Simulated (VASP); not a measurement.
# CsIn (Fd-3m) in VASP: single point with r2SCAN

Aim: the single point of CsIn with r2SCAN.

Everything below comes from runs of VASP 6.6.1. Logs are shortened: lines on timing, memory, paths and dates and some standing lists are left out, and cuts for length are marked.

## 1. The cell of the first run

It takes space group Fd-3m (No. 227, cubic). The conventional cell has a = 8.487 Å, b = 8.487 Å, c = 8.487 Å, α = 90.00°, β = 90.00°, γ = 90.00°. Within 4.8 Å of In (site symmetry -43m) lie 4 In at 3.67 Å and 10 Cs at 3.67 to 4.24 Å. Within 4.8 Å of Cs (site symmetry -43m) lie 10 In at 3.67 to 4.24 Å and 4 Cs at 3.67 Å.

## 2. Single point, r2SCAN

File POSCAR:

```
CsIn
1.0
    0.0000000000      4.2433870000      4.2433870000
    4.2433870000      0.0000000000      4.2433870000
    4.2433870000      4.2433870000      0.0000000000
In Cs
2 2
Direct
    0.0000000000      0.0000000000      0.0000000000
    0.2500000000      0.2500000000      0.2500000000
    0.5000000000      0.5000000000      0.5000000000
    0.7500000000      0.7500000000      0.7500000000
```

File INCAR.step1:

```
PREC = Accurate
ENCUT = 520
ISMEAR = -1
SIGMA = 0.1
LREAL = False
LASPH = True
NELM = 80
NBANDS = 30
GGA = PE
ALGO = Normal
EDIFF = 1E-4
LWAVE = True
LCHARG = False
```

File INCAR.step2:

```
PREC = Accurate
ENCUT = 520
EDIFF = 1E-6
ISMEAR = -1
SIGMA = 0.1
LREAL = False
LASPH = True
NELM = 80
ALGO = Normal
ISIF = 2
LWAVE = False
LCHARG = False
METAGGA = R2SCAN
LMIXTAU = True
NBANDS = 30
ISTART = 1
```

File KPOINTS:

```
Automatic mesh
0
Gamma
  7 7 7
```

Potentials or basis: VASP PAW PBE potentials, release 64 (In_d, Cs_sv).

On the command line:

```console
$ cat potpaw_PBE.64/In_d/POTCAR potpaw_PBE.64/Cs_sv/POTCAR > POTCAR
$ cp INCAR.step1 INCAR
$ mpirun -np 1 vasp_std > vasp.out
$ cp INCAR.step2 INCAR
$ mpirun -np 1 vasp_std > vasp.out
```

OUTCAR:

```text
PREC = Accurate
   ENCUT = 520
   EDIFF = 1E-6
   ISMEAR = -1
   LREAL = False
   LASPH = True
   NELM = 80
   ISIF = 2
   METAGGA = R2SCAN
   ISTART = 1

 ion  position               nearest neighbor table
   1  0.000  0.000  0.000-   2 3.67   2 3.67   2 3.67   2 3.67
   2  0.250  0.250  0.250-   1 3.67   1 3.67   1 3.67   1 3.67
   3  0.500  0.500  0.500-
   4  0.750  0.750  0.750-

  LATTYP: Found a face centered cubic cell.
 ALAT       =     8.4867740000

  Lattice vectors:

 A1 = (   0.0000000000,   4.2433870000,   4.2433870000)
 A2 = (   4.2433870000,   0.0000000000,   4.2433870000)
 A3 = (   4.2433870000,   4.2433870000,   0.0000000000)

Analysis of symmetry for initial positions (statically):
=====================================================================
 Subroutine PRICEL returns:
 Original cell was already a primitive cell.

 Routine SETGRP: Setting up the symmetry group for a
 face centered cubic supercell.

 Subroutine GETGRP returns: Found 48 space group operations
 (whereof 24 operations were pure point group operations)
 out of a pool of 48 trial point group operations.

The static configuration has the point symmetry T_d .
 The point group associated with its full space group is O_h .

Analysis of symmetry for dynamics (positions and initial velocities):
=====================================================================
 Subroutine PRICEL returns:
 Original cell was already a primitive cell.

 Routine SETGRP: Setting up the symmetry group for a
 face centered cubic supercell.

 Subroutine GETGRP returns: Found 48 space group operations
 (whereof 24 operations were pure point group operations)
 out of a pool of 48 trial point group operations.

The dynamic configuration has the point symmetry T_d .
 The point group associated with its full space group is O_h .

 Subroutine INISYM returns: Found 48 space group operations
 (whereof 24 operations are pure point group operations),
 and found     1 'primitive' translations

----------------------------------------------------------------------------------------

                                     Primitive cell

  volume of cell :     152.8157

  direct lattice vectors                    reciprocal lattice vectors
     0.000000000  4.243387000  4.243387000    -0.117830403  0.117830403  0.117830403
[... 83 lines left out ...]
   ENCUT  =  520.0 eV  38.22 Ry    6.18 a.u.  11.16 11.16 11.16*2*pi/ulx,y,z
   NELM   =     80;   NELMIN=  2; NELMDL=  0     # of ELM steps
   EDIFF  = 0.1E-05   stopping-criterion for ELM
   LREAL  =      F    real-space projection
   EDIFFG = 0.1E-04   stopping-criterion for IOM
   NSW    =      0    number of steps for IOM
   IBRION =     -1    ionic relax: 0-MD 1-quasi-New 2-CG
   NFREE  =      0    steps in history (QN), initial steepest desc. (CG)
   ISIF   =      2    stress and relaxation
   ISYM   =      2    0-nonsym 1-usesym 2-fastsym
   POTIM  = 0.5000    time-step for ionic-motion
   TEBEG  =    0.0;   TEEND  =   0.0 temperature during run
   PSTRESS=    0.0 pullay stress
   NELECT =      44.0000    total number of electrons
   NUPDOWN=      -1.0000    fix difference up-down
   EMIN   =  10.00;   EMAX   =-10.00  energy-range for DOS
   EFERMI =   0.00;   METHOD = LEGACY
   ISMEAR =    -1;   SIGMA  =   0.10  broadening in eV -4-tet -1-fermi 0-gaus
   EFERMI_NEDOS =   21; number of points for ismear=-14 and -15
   IALGO  =     38    algorithm
   IMIX   =      4    mixing-type and parameters
     AMIX     =   0.40;   BMIX     =  1.00
     AMIX_MAG =   1.60;   BMIX_MAG =  1.00
  volume/ion in A,a.u.               =      38.20       257.81
  Fermi-wavevector in a.u.,A,eV,Ry     =   1.081027  2.042844 15.900023  1.168619
  Thomas-Fermi vector in A             =   2.217033
   LORBIT       =      0    0 simple, 1 ext, 2 COOP (PROOUT), +10 PAW based schemes
   METAGGA = R2SCAN    functional components
   LHFCALC =     F    Hartree Fock is set to
   AEXX    =    0.0000 exact exchange contribution
   IVDW    =     0    specifies the selected vdW correction
   LEPSILON=     F    determine dielectric tensor
   LRPA    =     F    only Hartree local field effects (RPA)
 non-spin polarized calculation
  energy-cutoff  :      520.00
  volume of cell :      152.82
 maximum number of plane-waves:      4146
 NGX is ok and might be reduce to    48
   NGX = 23   NGY = 23   NGZ = 23

 number of electron      44.0000009 magnetization

 Free energy of the ion-electron system (eV)
  ---------------------------------------------------
  ext. energy  EPLUGINS =         0.00000000
  ---------------------------------------------------
  free energy    TOTEN  =       -95.49566272 eV

  energy without entropy =      -95.46846318  energy(sigma->0) =      -95.48206295

 E-fermi :   4.0998     XC(G=0):  -9.3239

 val. band max:        3.9388894560   @ k =   0.1429   0.1429   0.0000
 cond. band min:       4.1455311626   @ k =   0.1429   0.1429   0.0000
 fundamental gap:      0.2066417066
 Fermi energy:         4.0998123072

 k-point     1 :       0.0000    0.0000    0.0000
  band No.  band energies     occupation
      1     -19.8549      2.00000
      2     -19.3872      2.00000
      3     -10.7662      2.00000
      4     -10.7662      2.00000
      5     -10.7662      2.00000
      6     -10.7527      2.00000
[... 649 lines left out ...]
     29       8.5568      0.00000
     30       8.6487      0.00000

------------------------ aborting loop because EDIFF is reached ----------------------------------------

  FORCE on cell =-STRESS in cart. coord.  units (eV):
  Direction    XX          YY          ZZ          XY          YZ          ZX
  --------------------------------------------------------------------------------------
  -------------------------------------------------------------------------------------
  Total        0.7727799      0.7727799      0.7727799     -0.0000000     -0.0000000      0.0000000
  in kB        8.1021165      8.1021165      8.1021165     -0.0000000     -0.0000000      0.0000000
  external PRESSURE =       8.1021165 kB  Pullay stress =       0.0000000 kB

 VOLUME and BASIS-vectors are now :
 -----------------------------------------------------------------------------
  energy-cutoff  :      520.00
  volume of cell :      152.82
      direct lattice vectors                 reciprocal lattice vectors
     0.000000000  4.243387000  4.243387000    -0.117830403  0.117830403  0.117830403
     4.243387000  0.000000000  4.243387000     0.117830403 -0.117830403  0.117830403
     4.243387000  4.243387000  0.000000000     0.117830403  0.117830403 -0.117830403

 POSITION                                       TOTAL-FORCE (eV/Angst)
 -----------------------------------------------------------------------------------
      0.00000      0.00000      0.00000        -0.000000     -0.000000     -0.000000
      2.12169      2.12169      2.12169         0.000000      0.000000      0.000000
      4.24339      4.24339      4.24339         0.000000      0.000000      0.000000
      6.36508      6.36508      6.36508        -0.000000     -0.000000     -0.000000
 -----------------------------------------------------------------------------------
    total drift:                               -0.000000     -0.000000     -0.000000

  FREE ENERGIE OF THE ION-ELECTRON SYSTEM (eV)
  ---------------------------------------------------
  free  energy   TOTEN  =       -95.4956627162 eV

  energy  without entropy=      -95.4684631800  energy(sigma->0) =      -95.48206295
```

OUTCAR.step1:

```text
PREC = Accurate
   ENCUT = 520
   ISMEAR = -1
   LREAL = False
   LASPH = True
   NELM = 80
[... 882 lines left out ...]
      2.12169      2.12169      2.12169        -0.000000     -0.000000     -0.000000
      4.24339      4.24339      4.24339        -0.000000     -0.000000     -0.000000
      6.36508      6.36508      6.36508         0.000000      0.000000      0.000000
 -----------------------------------------------------------------------------------
    total drift:                               -0.000000     -0.000000     -0.000000

  FREE ENERGIE OF THE ION-ELECTRON SYSTEM (eV)
  ---------------------------------------------------
  free  energy   TOTEN  =        -6.6960815911 eV

  energy  without entropy=       -6.6538057644  energy(sigma->0) =       -6.67494368
```

OSZICAR.step1:

```text
N       E                     dE             d eps       ncg     rms          rms(c)
DAV:   1     0.425690532837E+03    0.42569E+03   -0.19195E+04  1200   0.151E+03
DAV:   2     0.514309018224E+02   -0.37426E+03   -0.35898E+03  1226   0.380E+02
DAV:   3    -0.418871799994E+01   -0.55620E+02   -0.54793E+02  1594   0.153E+02
DAV:   4    -0.677539272458E+01   -0.25867E+01   -0.25813E+01  1436   0.334E+01
DAV:   5    -0.688132510711E+01   -0.10593E+00   -0.10592E+00  1626   0.706E+00    0.266E+00
DAV:   6    -0.674345400543E+01    0.13787E+00   -0.22248E-01  1582   0.355E+00    0.118E+00
DAV:   7    -0.669422481620E+01    0.49229E-01   -0.18595E-01  1328   0.266E+00    0.496E-01
DAV:   8    -0.669593060732E+01   -0.17058E-02   -0.21172E-02  1614   0.800E-01    0.137E-01
DAV:   9    -0.669610154528E+01   -0.17094E-03   -0.14582E-03  1600   0.269E-01    0.572E-02
DAV:  10    -0.669608159107E+01    0.19954E-04   -0.11909E-04  1096   0.609E-02
   1 F= -.66960816E+01 E0= -.66749437E+01  d E =-.422758E-01
```

Wall time 4 min (1 thread of Intel Xeon Platinum 8488C (Sapphire Rapids), shared host); peak memory 0.4 GiB.

What came out:

```
Free energy            : -95.4957 eV
Pressure               : 0.8 GPa
Band gap on the k mesh : zero (band 22 reaches 3.94 eV, above the bottom of band 23 at 3.92 eV)
```

Levels at points of the mesh, in eV from the Fermi level:
| k point | band 18 | band 19 | band 20 | band 21 | band 22 | band 23 | band 24 | band 25 | band 26 | band 27 |
| --- | --- | --- | --- | --- | --- | --- | --- | --- | --- | --- |
| (0.00, 0.00, 0.00) | -9.87 | -6.48 | -2.38 | -0.18 | -0.18 | -0.18 | 1.64 | 1.64 | 1.64 | 1.84 |

Caveat: the PAW data sets were made with another functional, which shifts forces and pressure a little; spin-orbit coupling is left out, which moves the levels of the heavy elements.
